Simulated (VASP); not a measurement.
# PbS (Fm-3m) in VASP: notebook

Runs on PbS. Level: HSE06. Tasks: single point.

Program: VASP 6.6.1. These are calculated values, not measurements. Logs are shortened: lines on timing, memory, paths and dates and some standing lists are left out, and cuts for length are marked.

### Step 1. The cell of the first run

It takes space group Fm-3m (No. 225, cubic). Conventional cell: a = 5.735 Å, b = 5.735 Å, c = 5.735 Å, α = 90.00°, β = 90.00°, γ = 90.00°. Within 3.8 Å of Pb (site symmetry m-3m) lie 6 S at 2.87 Å. Within 3.8 Å of S (site symmetry m-3m) lie 6 Pb at 2.87 Å.

### Step 2. Single point, HSE06 (strain -4.0%)

POSCAR

```
PbS
1.0
    0.0000000000      2.8677433692      2.8677433692
    2.8677433692      0.0000000000      2.8677433692
    2.8677433692      2.8677433692      0.0000000000
Pb S
1 1
Direct
    0.0000000000      0.0000000000      0.0000000000
    0.5000000000      0.5000000000      0.5000000000
```

INCAR.step1

```
PREC = Accurate
ENCUT = 520
EDIFF = 1E-5
ISMEAR = -1
SIGMA = 0.02
LREAL = F
LASPH = T
NELM = 60
ALGO = Normal
ISIF = 2
LWAVE = T
LCHARG = F
GGA = PE
NBANDS = 17
```

INCAR.step2

```
PREC = Accurate
ENCUT = 520
EDIFF = 1E-6
ISMEAR = -1
SIGMA = 0.02
LREAL = F
LASPH = T
NELM = 60
ALGO = Normal
ISIF = 2
LWAVE = F
LCHARG = F
GGA = PE
LHFCALC = T
HFSCREEN = 0.2079
PRECFOCK = Normal
ISTART = 1
NBANDS = 17
```

KPOINTS

```
Automatic mesh
0
Gamma
  6 6 6
```

Potentials or basis: VASP PAW PBE potentials, release 64 (Pb_d, S).

Started as:

```sh
$ cat potpaw_PBE.64/Pb_d/POTCAR potpaw_PBE.64/S/POTCAR > POTCAR
$ cp INCAR.step1 INCAR
$ mpirun -np 1 vasp_std > vasp.out
$ cp INCAR.step2 INCAR
$ mpirun -np 1 vasp_std > vasp.out
```

OUTCAR:

```text
PREC = Accurate
   ENCUT = 520
   EDIFF = 1E-6
   ISMEAR = -1
   LREAL = F
   LASPH = T
   NELM = 60
   ISIF = 2
   GGA = PE
   LHFCALC = T
   HFSCREEN = 0.2079
   PRECFOCK = Normal
   ISTART = 1

 ion  position               nearest neighbor table
   1  0.000  0.000  0.000-   2 2.87   2 2.87   2 2.87   2 2.87   2 2.87   2 2.87
   2  0.500  0.500  0.500-   1 2.87   1 2.87   1 2.87   1 2.87   1 2.87   1 2.87

  LATTYP: Found a face centered cubic cell.
 ALAT       =     5.7354867384

  Lattice vectors:

 A1 = (   0.0000000000,   2.8677433692,   2.8677433692)
 A2 = (   2.8677433692,   0.0000000000,   2.8677433692)
 A3 = (   2.8677433692,   2.8677433692,   0.0000000000)

Analysis of symmetry for initial positions (statically):
=====================================================================
 Subroutine PRICEL returns:
 Original cell was already a primitive cell.

 Routine SETGRP: Setting up the symmetry group for a
 face centered cubic supercell.

 Subroutine GETGRP returns: Found 48 space group operations
 (whereof 48 operations were pure point group operations)
 out of a pool of 48 trial point group operations.

The static configuration has the point symmetry O_h .

Analysis of symmetry for dynamics (positions and initial velocities):
=====================================================================
 Subroutine PRICEL returns:
 Original cell was already a primitive cell.

 Routine SETGRP: Setting up the symmetry group for a
 face centered cubic supercell.

 Subroutine GETGRP returns: Found 48 space group operations
 (whereof 48 operations were pure point group operations)
 out of a pool of 48 trial point group operations.

The dynamic configuration has the point symmetry O_h .

 Subroutine INISYM returns: Found 48 space group operations
 (whereof 48 operations are pure point group operations),
 and found     1 'primitive' translations

----------------------------------------------------------------------------------------

                                     Primitive cell

  volume of cell :      47.1684

  direct lattice vectors                    reciprocal lattice vectors
     0.000000000  2.867743369  2.867743369    -0.174353119  0.174353119  0.174353119
     2.867743369  0.000000000  2.867743369     0.174353119 -0.174353119  0.174353119
     2.867743369  2.867743369  0.000000000     0.174353119  0.174353119 -0.174353119

  length of vectors
     4.055601566  4.055601566  4.055601566     0.301988460  0.301988460  0.301988460

  position of ions in fractional coordinates (direct lattice)
     0.000000000  0.000000000  0.000000000
     0.500000000  0.500000000  0.500000000

  ion indices of the primitive-cell ions
   primitive index   ion index
                 1           1
                 2           2

----------------------------------------------------------------------------------------

 KPOINTS: Automatic mesh

Automatic generation of k-mesh.
 Grid dimensions read from file:
 generate k-points for:    6    6    6

 Generating k-lattice:

  Cartesian coordinates                     Fractional coordinates (reciprocal lattice)
    -0.029058853  0.029058853  0.029058853     0.166666667  0.000000000  0.000000000
     0.029058853 -0.029058853  0.029058853     0.000000000  0.166666667  0.000000000
     0.029058853  0.029058853 -0.029058853     0.000000000  0.000000000  0.166666667

  Length of vectors
     0.050331410  0.050331410  0.050331410

  Shift w.r.t. Gamma in fractional coordinates (k-lattice)
     0.000000000  0.000000000  0.000000000

 Subroutine IBZKPT returns following result:
 ===========================================

 Found     16 irreducible k-points:

 Following reciprocal coordinates:
            Coordinates               Weight
  0.000000  0.000000  0.000000      1.000000
  0.166667  0.000000  0.000000      8.000000
  0.333333  0.000000  0.000000      8.000000
  0.500000  0.000000  0.000000      4.000000
  0.166667  0.166667  0.000000      6.000000
  0.333333  0.166667  0.000000     24.000000
[... 8 lines left out ...]
 -0.333333  0.333333  0.166667     24.000000
 -0.333333  0.500000  0.166667     12.000000
   k-points           NKPTS =     16   k-points in BZ     NKDIM =    216   number of bands    NBANDS=     17
   number of dos      NEDOS =    301   number of ions     NIONS =      2
   total plane-waves  NPLWV =  27000
   dimension x,y,z NGX =    30 NGY =   30 NGZ =   30
   dimension x,y,z NGXF=    60 NGYF=   60 NGZF=   60
   ions per type =               1   1
   NGX,Y,Z   is equivalent  to a cutoff of  12.30, 12.30, 12.30 a.u.
   NGXF,Y,Z  is equivalent  to a cutoff of  24.60, 24.60, 24.60 a.u.
 SYSTEM =  unknown system
   PREC   = accura    normal or accurate (medium, high low for compatibility)
   ISTART =      1    job   : 0-new  1-cont  2-samecut
   ICHARG =      0    charge: 1-file 2-atom 10-const
   ISPIN  =      1    spin polarized calculation?
   LNONCOLLINEAR =      F non collinear calculations
   LSORBIT =      F    spin-orbit coupling
   LASPH  =      T    aspherical Exc in radial PAW
   ENCUT  =  520.0 eV  38.22 Ry    6.18 a.u.   7.54  7.54  7.54*2*pi/ulx,y,z
   NELM   =     60;   NELMIN=  2; NELMDL=  0     # of ELM steps
   EDIFF  = 0.1E-05   stopping-criterion for ELM
   LREAL  =      F    real-space projection
   EDIFFG = 0.1E-04   stopping-criterion for IOM
   NSW    =      0    number of steps for IOM
   IBRION =     -1    ionic relax: 0-MD 1-quasi-New 2-CG
   NFREE  =      0    steps in history (QN), initial steepest desc. (CG)
   ISIF   =      2    stress and relaxation
   ISYM   =      3    0-nonsym 1-usesym 2-fastsym
   POTIM  = 0.5000    time-step for ionic-motion
   TEBEG  =    0.0;   TEEND  =   0.0 temperature during run
   PSTRESS=    0.0 pullay stress
   NELECT =      20.0000    total number of electrons
   NUPDOWN=      -1.0000    fix difference up-down
   EMIN   =  10.00;   EMAX   =-10.00  energy-range for DOS
   EFERMI =   0.00;   METHOD = LEGACY
   ISMEAR =    -1;   SIGMA  =   0.02  broadening in eV -4-tet -1-fermi 0-gaus
   EFERMI_NEDOS =   21; number of points for ismear=-14 and -15
   IALGO  =     38    algorithm
   IMIX   =      1    mixing-type and parameters
     AMIX     =   0.40;   BMIX     =  1.00
     AMIX_MAG =   1.60;   BMIX_MAG =  1.00
  volume/ion in A,a.u.               =      23.58       159.15
  Fermi-wavevector in a.u.,A,eV,Ry     =   1.229895  2.324164 20.580725  1.512641
  Thomas-Fermi vector in A             =   2.364764
   LORBIT       =      0    0 simple, 1 ext, 2 COOP (PROOUT), +10 PAW based schemes
   GGA     = PE    functional components
   LHFCALC =     T    Hartree Fock is set to
   PRECFOCK=normal    Normal, Fast or Accurate (Low or Medium for compatibility)
   ENCUT4O =  -1.0   cutoff for four orbital integrals eV
   NKREDX  =     1    reduce k-point grid by
   NKREDY  =     1    reduce k-point grid by
   NKREDZ  =     1    reduce k-point grid by
   AEXX    =    0.2500 exact exchange contribution
   HFSCREEN=    0.2079 screening length (either q_TF or 0.3 A-1)
   HFSCREENC=   0.2079 screening length for correlation (either q_TF or 0.3 A-1)
   ENCUTFOCK=  -1.0 apply spherical cutoff to Coloumb kernel
   IVDW    =     0    specifies the selected vdW correction
   LEPSILON=     F    determine dielectric tensor
   LRPA    =     F    only Hartree local field effects (RPA)
 non-spin polarized calculation
  energy-cutoff  :      520.00
  volume of cell :       47.17
 maximum number of plane-waves:      1303
  NGX = 24; NGY = 24; NGZ = 24

 number of electron      20.0000000 magnetization

 Free energy of the ion-electron system (eV)
  ---------------------------------------------------
  ext. energy  EPLUGINS =         0.00000000
  ---------------------------------------------------
  free energy    TOTEN  =       -10.26060308 eV

  energy without entropy =      -10.26059408  energy(sigma->0) =      -10.26059858

 E-fermi :   7.3058     XC(G=0):  -8.4248

 val. band max:        7.1616418512   @ k =   0.5000   0.0000   0.0000
 cond. band min:       7.4499154753   @ k =   0.5000   0.0000   0.0000
 fundamental gap:      0.2882736242
 Fermi energy:         7.3057786390

 k-point     1 :       0.0000    0.0000    0.0000
  band No.  band energies     occupation
      1     -11.8354      2.00000
      2     -11.8354      2.00000
      3     -11.8325      2.00000
      4     -11.8325      2.00000
      5     -11.8325      2.00000
      6      -9.2442      2.00000
[... 9 lines left out ...]
     16      14.0965      0.00000
     17      15.9775      0.00000

 k-point     2 :       0.1667    0.0000    0.0000
  band No.  band energies     occupation
      1     -11.8489      2.00000
      2     -11.8489      2.00000
      3     -11.8320      2.00000
      4     -11.8164      2.00000
      5     -11.8164      2.00000
      6      -8.9506      2.00000
[... 9 lines left out ...]
     16      14.8189      0.00000
     17      18.2327      0.00000

 k-point     3 :       0.3333    0.0000    0.0000
  band No.  band energies     occupation
      1     -11.8764      2.00000
      2     -11.8764      2.00000
      3     -11.8329      2.00000
      4     -11.7830      2.00000
      5     -11.7830      2.00000
      6      -8.1941      2.00000
[... 9 lines left out ...]
     16      16.3757      0.00000
     17      20.8092      0.00000

 k-point     4 :       0.5000    0.0000    0.0000
  band No.  band energies     occupation
      1     -11.8901      2.00000
      2     -11.8901      2.00000
      3     -11.8340      2.00000
      4     -11.7662      2.00000
      5     -11.7662      2.00000
      6      -7.6467      2.00000
[... 9 lines left out ...]
     16      17.8651      0.00000
     17      18.7129      0.00000

 k-point     5 :       0.1667    0.1667    0.0000
  band No.  band energies     occupation
      1     -11.8815      2.00000
      2     -11.8423      2.00000
      3     -11.8261      2.00000
      4     -11.8116      2.00000
      5     -11.8116      2.00000
      6      -8.8360      2.00000
[... 9 lines left out ...]
     16      16.3902      0.00000
     17      17.2247      0.00000

 k-point     6 :       0.3333    0.1667    0.0000
  band No.  band energies     occupation
      1     -11.9307      2.00000
      2     -11.8414      2.00000
      3     -11.8405      2.00000
      4     -11.7933      2.00000
      5     -11.7785      2.00000
      6      -8.1959      2.00000
[... 9 lines left out ...]
     16      17.4182      0.00000
     17      19.7637      0.00000

 k-point     7 :       0.5000    0.1667    0.0000
  band No.  band energies     occupation
      1     -11.9459      2.00000
      2     -11.8655      2.00000
      3     -11.8272      2.00000
      4     -11.7847      2.00000
      5     -11.7624      2.00000
      6      -7.4867      2.00000
[... 9 lines left out ...]
     16      18.1730      0.00000
     17      18.8613      0.00000

 k-point     8 :      -0.3333    0.1667    0.0000
  band No.  band energies     occupation
      1     -11.9166      2.00000
      2     -11.8760      2.00000
      3     -11.8216      2.00000
      4     -11.7845      2.00000
      5     -11.7798      2.00000
      6      -7.6914      2.00000
[... 9 lines left out ...]
     16      18.0085      0.00000
     17      19.3716      0.00000
[... 43 lines left out ...]
      1     -12.0669      2.00000
      2     -11.8544      2.00000
      3     -11.8185      2.00000
      4     -11.7614      2.00000
      5     -11.7520      2.00000
      6      -7.1294      2.00000
[... 9 lines left out ...]
     16      19.5753      0.00000
     17      19.9933      0.00000

 k-point    12 :      -0.3333    0.3333    0.0000
  band No.  band energies     occupation
      1     -12.0094      2.00000
      2     -11.8479      2.00000
      3     -11.8216      2.00000
      4     -11.7859      2.00000
      5     -11.7637      2.00000
      6      -7.1043      2.00000
[... 9 lines left out ...]
     16      18.5053      0.00000
     17      20.1727      0.00000

 k-point    13 :       0.5000    0.5000    0.0000
  band No.  band energies     occupation
      1     -12.1262      2.00000
      2     -11.8716      2.00000
      3     -11.7980      2.00000
      4     -11.7432      2.00000
      5     -11.7432      2.00000
      6      -6.9235      2.00000
[... 9 lines left out ...]
     16      20.2358      0.00000
     17      20.2358      0.00000

 k-point    14 :       0.5000    0.3333    0.1667
  band No.  band energies     occupation
      1     -11.9874      2.00000
      2     -11.8447      2.00000
      3     -11.8358      2.00000
      4     -11.7793      2.00000
      5     -11.7677      2.00000
      6      -7.5255      2.00000
[... 9 lines left out ...]
     16      18.6394      0.00000
     17      19.1006      0.00000

 k-point    15 :      -0.3333    0.3333    0.1667
  band No.  band energies     occupation
      1     -12.0077      2.00000
      2     -11.8531      2.00000
      3     -11.8108      2.00000
      4     -11.8023      2.00000
      5     -11.7544      2.00000
      6      -7.1033      2.00000
[... 9 lines left out ...]
     16      19.3725      0.00000
     17      19.9189      0.00000

 k-point    16 :      -0.3333    0.5000    0.1667
  band No.  band energies     occupation
      1     -12.0698      2.00000
      2     -11.8416      2.00000
      3     -11.8275      2.00000
      4     -11.7775      2.00000
      5     -11.7432      2.00000
      6      -6.9090      2.00000
[... 9 lines left out ...]
     16      20.1480      0.00000
     17      20.2174      0.00000

------------------------ aborting loop because EDIFF is reached ----------------------------------------

  FORCE on cell =-STRESS in cart. coord.  units (eV):
  Direction    XX          YY          ZZ          XY          YZ          ZX
  --------------------------------------------------------------------------------------
  -------------------------------------------------------------------------------------
  Total        2.5464512      2.5464512      2.5464512      0.0000000     -0.0000000      0.0000000
  in kB       86.4958132     86.4958132     86.4958132      0.0000000     -0.0000000      0.0000000
  external PRESSURE =      86.4958132 kB  Pullay stress =       0.0000000 kB

 VOLUME and BASIS-vectors are now :
 -----------------------------------------------------------------------------
  energy-cutoff  :      520.00
  volume of cell :       47.17
      direct lattice vectors                 reciprocal lattice vectors
     0.000000000  2.867743369  2.867743369    -0.174353119  0.174353119  0.174353119
     2.867743369  0.000000000  2.867743369     0.174353119 -0.174353119  0.174353119
     2.867743369  2.867743369  0.000000000     0.174353119  0.174353119 -0.174353119

 POSITION                                       TOTAL-FORCE (eV/Angst)
 -----------------------------------------------------------------------------------
      0.00000      0.00000      0.00000         0.000000      0.000000      0.000000
      2.86774      2.86774      2.86774         0.000000     -0.000000     -0.000000
 -----------------------------------------------------------------------------------
    total drift:                               -0.000000     -0.000000     -0.000000

  FREE ENERGIE OF THE ION-ELECTRON SYSTEM (eV)
  ---------------------------------------------------
  free  energy   TOTEN  =       -10.2606030842 eV

  energy  without entropy=      -10.2605940751  energy(sigma->0) =      -10.26059858
```

It took 87 min on 1 thread of AMD EPYC 7R43 (Zen 3), shared host; peak memory 0.26 GiB.

What came out:

```
Free energy            : -10.2606 eV
Pressure               : 8.6 GPa
Band gap on the k mesh : 0.29 eV
```

Caveat: the cell differs from its parent crystal (strain -4.0%); the cell stands under pressure; the PAW data sets were made with another functional, which shifts forces and pressure a little; spin-orbit coupling is left out, which moves the levels of the heavy elements.

### Step 3. Single point, HSE06 (strain +4.0%)

POSCAR

```
PbS
1.0
    0.0000000000      3.1067219832      3.1067219832
    3.1067219832      0.0000000000      3.1067219832
    3.1067219832      3.1067219832      0.0000000000
Pb S
1 1
Direct
    0.0000000000      0.0000000000      0.0000000000
    0.5000000000      0.5000000000      0.5000000000
```

INCAR.step1

```
PREC = Accurate ; ENCUT = 520
EDIFF = 1E-5 ; ISMEAR = 0
SIGMA = 0.01 ; LREAL = False
LASPH = True ; NELM = 100
ALGO = Normal ; ISIF = 2
LWAVE = True ; LCHARG = False
GGA = PE ; NBANDS = 17
```

INCAR.step2

```
PREC = Accurate ; ENCUT = 520
EDIFF = 1E-6 ; ISMEAR = 0
SIGMA = 0.01 ; LREAL = False
LASPH = True ; NELM = 100
ALGO = Normal ; ISIF = 2
LWAVE = False ; LCHARG = False
GGA = PE ; LHFCALC = True
HFSCREEN = 0.2079 ; PRECFOCK = Normal
ISTART = 1 ; NBANDS = 17
```

KPOINTS is that of step 2.

Potentials or basis: VASP PAW PBE potentials, release 64 (Pb_d, S).

Started as:

```sh
$ cat potpaw_PBE.64/Pb_d/POTCAR potpaw_PBE.64/S/POTCAR > POTCAR
$ cp INCAR.step1 INCAR
$ mpirun -np 1 vasp_std > vasp.out
$ cp INCAR.step2 INCAR
$ mpirun -np 1 vasp_std > vasp.out
```

It took 2.5 h on 1 thread of Oxide Virtual Turin-like, shared host; peak memory 0.31 GiB.

Results (log left out):

```yaml
Free_energy: -10.2810 eV
Pressure: -5.4 GPa
Band_gap_on_the_k_mesh: 1.28 eV
```

Levels at points of the mesh, in eV from the valence-band top:
```tsv
k point	band 8	band 9	band 10	band 11	band 12	band 13
(0.00, 0.00, 0.00)	-1.70	-1.70	-1.70	5.75	5.75	5.75
(0.50, 0.00, 0.00)	-1.39	-1.39	0.00	1.28	2.89	2.89
(0.50, 0.50, 0.00)	-4.49	-2.87	-2.87	5.09	6.11	6.17
```

Caveat: the cell differs from its parent crystal (strain +4.0%); the cell stands under tension; the PAW data sets were made with another functional, which shifts forces and pressure a little; spin-orbit coupling is left out, which moves the levels of the heavy elements. A k mesh can miss the band edges.

### Step 4. Single point, HSE06 (strain -1.0%)

POSCAR

```
PbS
1.0
    0.0000000000      2.9573603494      2.9573603494
    2.9573603494      0.0000000000      2.9573603494
    2.9573603494      2.9573603494      0.0000000000
Pb S
1 1
Direct
    0.0000000000      0.0000000000      0.0000000000
    0.5000000000      0.5000000000      0.5000000000
```

INCAR.step1

```
PREC = Accurate
ENCUT = 520
EDIFF = 1E-5
ISMEAR = 0
SIGMA = 0.01
LREAL = False
LASPH = True
NELM = 100
ALGO = Normal
ISIF = 2
LWAVE = True
LCHARG = False
GGA = PE
NBANDS = 17
```

INCAR.step2

```
PREC = Accurate
ENCUT = 520
EDIFF = 1E-6
ISMEAR = 0
SIGMA = 0.01
LREAL = False
LASPH = True
NELM = 100
ALGO = Normal
ISIF = 2
LWAVE = False
LCHARG = False
GGA = PE
LHFCALC = True
HFSCREEN = 0.2079
PRECFOCK = Normal
ISTART = 1
NBANDS = 17
```

KPOINTS

```
regular mesh
0
Gamma
  6 6 6
```

Started as:

```sh
$ cat potpaw_PBE.64/Pb_d/POTCAR potpaw_PBE.64/S/POTCAR > POTCAR
$ cp INCAR.step1 INCAR
$ mpirun -np 1 vasp_std > vasp.out
$ cp INCAR.step2 INCAR
$ mpirun -np 1 vasp_std > vasp.out
```

Wall time 70 min (1 thread of Oxide Virtual Turin-like, shared host); peak memory 0.27 GiB.

It converged, with:

* Free energy: -10.4008 eV
* Pressure: 1.5 GPa
* Band gap on the k mesh: 0.75 eV

Levels at points of the mesh, in eV from the valence-band top:
```
           k point  band 7  band 8  band 9  band 10  band 11  band 12  band 13  band 14
(0.00, 0.00, 0.00)   -6.42   -2.62   -2.62    -2.62     6.05     6.05     6.05     7.38
(0.50, 0.00, 0.00)   -9.75   -2.21   -2.21     0.00     0.75     2.43     2.43     9.45
(0.50, 0.50, 0.00)   -7.75   -5.96   -4.02    -4.02     4.30     6.48     6.59     6.59
```

Caveat: the cell differs from its parent crystal (strain -1.0%); the PAW data sets were made with another functional, which shifts forces and pressure a little; spin-orbit coupling is left out, which moves the levels of the heavy elements. A k mesh can miss the band edges.

(Continued in part 2 of 2.)
